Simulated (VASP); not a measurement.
The system is Sn3Se.

```
CELL_PARAMETERS angstrom
0.00000 3.75786 3.75786
3.75786 0.00000 3.75786
3.75786 3.75786 0.00000
ATOMIC_POSITIONS crystal
Sn 0.50000 0.50000 0.50000
Sn 0.75000 0.75000 0.75000
Sn 0.25000 0.25000 0.25000
Se 0.00000 0.00000 0.00000
```

Base run:

| Quantity | Value |
| --- | --- |
| Program | VASP 6.6.1 |
| Functional | PBE |
| Potentials or basis | VASP PAW PBE potentials, release 64 (Sn_d, Se) |
| Cutoff | 520 eV |
| k mesh | 6 × 6 × 6 |
| Occupations | fermi-dirac, width 0.05 eV |
| Spin | no spin polarisation |

Its results: band gap on the k mesh zero (band 24 reaches 7.60 eV, above the bottom of band 25 at 5.75 eV); pressure -1.1 GPa.

**Question.** The run is repeated on the same cell with these changes: functional from PBE to LDA; potentials or basis from VASP PAW PBE potentials, release 64 (Sn_d, Se) to VASP PAW LDA potentials, release 64 (Sn_d, Se). What comes out?

**Answer.** Band gap on the k mesh zero (band 24 reaches 7.38 eV, above the bottom of band 25 at 5.53 eV); pressure -5.2 GPa.

Caveats: spin-orbit coupling is left out, which moves the levels of the heavy elements.
